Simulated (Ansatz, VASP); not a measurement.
## One calculation of NaI, two programs

File INCAR:

```
  PREC = Accurate
  ENCUT = 520
  EDIFF = 1E-6
  ISMEAR = 0
  SIGMA = 0.01
  LREAL = F
  LASPH = T
  NELM = 100
  ALGO = Normal
  ISIF = 2
  LWAVE = F
  LCHARG = F
  GGA = PS
  NBANDS = 14
```

KPOINTS

```
regular mesh
0
Gamma
  4 4 4
```

POSCAR

```
NaI
1.0
    0.0000000000      3.2364000000      3.2364000000
    3.2364000000      0.0000000000      3.2364000000
    3.2364000000      3.2364000000      0.0000000000
Na I
1 1
Direct
    0.0004700000      0.0061700000      0.0024600000
    0.5179100000      0.5248900000      0.4300800000
```

Input for Ansatz:

```yaml
crystal:
  lattice:
    - [0.0, 3.2364, 3.2364]
    - [3.2364, 0.0, 3.2364]
    - [3.2364, 3.2364, 0.0]
  atoms:
    - { symbol: Na, position: [0.00047, 0.00617, 0.00246] }
    - { symbol: I, position: [0.51791, 0.52489, 0.43008] }
basis:
  ecutwfc: 540.0
  xc_grid: 2
kpoints:
  mp_grid:
    grid: [4, 4, 4]
hamiltonian:
  xc: pbesol
scf:
  convergence:
    dr2_threshold: 1.0e-09
  occupations:
    method: fixed
output:
  forces: true
  stress: true
```

Alike in both runs: task single point; functional PBEsol; k mesh 4 × 4 × 4; no spin polarisation.

```csv
,VASP,Ansatz
version,VASP 6.6.1,Ansatz 0.2.0
potentials or method,"VASP PAW PBE potentials, release 64 (Na_pv, I), cutoff 520 eV","plane waves, PAW"
occupations,"gaussian, width 0.01 eV",fixed
valence electrons in the cell,14,26
```

VASP gave:

- pressure (GPa): 0.0
- traceless stress, the component that is largest in VASP (GPa): -0.21
- rms of the force components (eV/Å): 0.137

Estimate Ansatz's values.

pressure (GPa): -0.1; traceless stress, the component that is largest in VASP (GPa): -0.21; rms of the force components (eV/Å): 0.135.

VASP's potentials were made for PBE, not for PBEsol. Atom by atom the forces differ by 0.002 eV/Å (rms over components). VASP's potentials hold 14 valence electrons a cell and Ansatz's 26, so a difference there can come from the potentials and not from the codes. Ansatz's warnings: stress scf threshold loose.

The k mesh is coarse, so the values compare programs but aren't converged. Neither program's run includes spin-orbit coupling.
